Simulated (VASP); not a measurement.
Set up this calculation in VASP 6.6.1, as the native input.

```yaml
Task: relaxation of cell and atoms
Functional: PBE
Potentials_or_basis: VASP PAW PBE potentials, release 64 (Hg, Te)
Cutoff: 600 eV
k_mesh: 14 × 14 × 16
Occupations: gaussian, width 0.1 eV
Spin: no spin polarisation
Dipole_correction: no
Further_INCAR_settings: ALGO = Normal; EDIFF = 1e-06; IBRION = 2; EDIFFG = -0.01; NSW = 100; ISIF = 3
```

The structure of HgTe lies in POSCAR:

```
HgTe
1.0
    3.8825339644      0.0000000000      0.0000000000
    0.0000000000      3.8825339644      0.0000000000
    0.0000000000      0.0000000000      3.6544723340
Hg Te
1 1
Direct
    0.5000000000      0.5000000000      0.0000000000
    0.0000000000      0.0000000000      0.5000000000
```

The input as run:

INCAR

```
  ALGO = Normal
  EDIFF = 1E-6
  EDIFFG = -0.01
  ENCUT = 600
  GGA = PE
  IBRION = 2
  ISIF = 3
  ISMEAR = 0
  LASPH = T
  LCHARG = F
  LREAL = F
  LWAVE = F
  NELM = 100
  NSW = 100
  PREC = Accurate
  SIGMA = 0.1
```

KPOINTS

```
k-points
0
Gamma
  14 14 16
```

Potentials or basis: VASP PAW PBE potentials, release 64 (Hg, Te).

Command:

```bash
$ cat potpaw_PBE.64/Hg/POTCAR potpaw_PBE.64/Te/POTCAR > POTCAR
$ mpirun -np 1 vasp_std > vasp.out
```

It gave:

```json
{
  "Relaxed volume": "28.19 Å³/atom",
  "Relaxed cell": "a = 4.150 Å, b = 4.150 Å, c = 3.273 Å, α = 90.00°, β = 90.00°, γ = 90.00°",
  "Space group after relaxing (to 0.05 Å)": "P4/mmm (No. 123)",
  "Energy gained by relaxing": "29.1 meV/atom",
  "Ionic steps": "23",
  "Pressure after relaxing": "0.0 GPa",
  "Band gap on the k mesh": "zero (band 9 reaches 6.46 eV, above the bottom of band 10 at 2.65 eV)"
}
```

Caveat: spin-orbit coupling is left out, which moves the levels of the heavy elements.

Wall time 28 min on 1 thread of AMD EPYC 7R43 64-Core Processor (Zen 3), with other jobs on the host, peak memory 0.43 GiB.
